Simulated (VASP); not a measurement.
Wanted: the native input for a VASP 6.6.1 run.

```yaml
Task: single point
Functional: PBE
Potentials_or_basis: VASP PAW PBE potentials, release 64 (Sn_d, O)
Cutoff: 520 eV
k_mesh: 8 × 8 × 6
Occupations: fermi-dirac, width 0.01 eV
Spin: no spin polarisation
Dipole_correction: no
k_mesh_for_the_DOS: 12 × 12 × 9
Occupations_for_the_DOS: tetrahedron
Further_INCAR_settings: ALGO = Normal; EDIFF = 1e-07; NBANDS = 28
```

SnO:

```
Sn O
1.0
     3.80200    0.00000    0.00000
     0.00000    3.80200    0.00000
     0.00000    0.00000    4.83600
Sn O
2 2
Direct
  0.00000 0.50000 0.23850
  0.50000 0.00000 0.76150
  0.00000 0.00000 0.00000
  0.50000 0.50000 0.00000
```

These files were run (other wordings do the same):

POSCAR

```
SnO
1.0
    3.8020000000      0.0000000000      0.0000000000
    0.0000000000      3.8020000000      0.0000000000
    0.0000000000      0.0000000000      4.8360000000
Sn O
2 2
Direct
    0.0000000000      0.5000000000      0.2385000000
    0.5000000000      0.0000000000      0.7615000000
    0.0000000000      0.0000000000      0.0000000000
    0.5000000000      0.5000000000      0.0000000000
```

INCAR.step1

```
SYSTEM = SnO
  ALGO = Normal
  EDIFF = 1E-7
  ENCUT = 520
  GGA = PE
  ISIF = 2
  ISMEAR = -1
  LASPH = .TRUE.
  LCHARG = .TRUE.
  LREAL = .FALSE.
  LWAVE = .FALSE.
  NBANDS = 28
  NELM = 80
  PREC = Accurate
  SIGMA = 0.01
```

KPOINTS.step1

```
k-points
0
G
  8 8 6
  0 0 0
```

INCAR.step2

```
SYSTEM = SnO
  ALGO = Normal
  EDIFF = 1E-7
  ENCUT = 520
  GGA = PE
  ICHARG = 11
  ISIF = 2
  ISMEAR = -5
  LASPH = .TRUE.
  LCHARG = .FALSE.
  LORBIT = 10
  LREAL = .FALSE.
  LWAVE = .FALSE.
  NBANDS = 28
  NEDOS = 1001
  NELM = 80
  PREC = Accurate
  SIGMA = 0.01
```

KPOINTS.step2

```
k-points
0
G
  12 12 9
  0 0 0
```

Potentials or basis: VASP PAW PBE potentials, release 64 (Sn_d, O).

The run is started by

```console
$ cat potpaw_PBE.64/Sn_d/POTCAR potpaw_PBE.64/O/POTCAR > POTCAR
$ cp INCAR.step1 INCAR
$ cp KPOINTS.step1 KPOINTS
$ mpirun -np 1 vasp_std > vasp.out
$ cp INCAR.step2 INCAR
$ cp KPOINTS.step2 KPOINTS
$ mpirun -np 1 vasp_std > vasp.out
```

Results of the run:

The valence electrons inside the program's atomic spheres are Sn 12.13; O 5.02.

It took 88 s on 1 thread of Intel(R) Xeon(R) 6975P-C (Granite Rapids), on a shared host, peak memory 0.32 GiB.
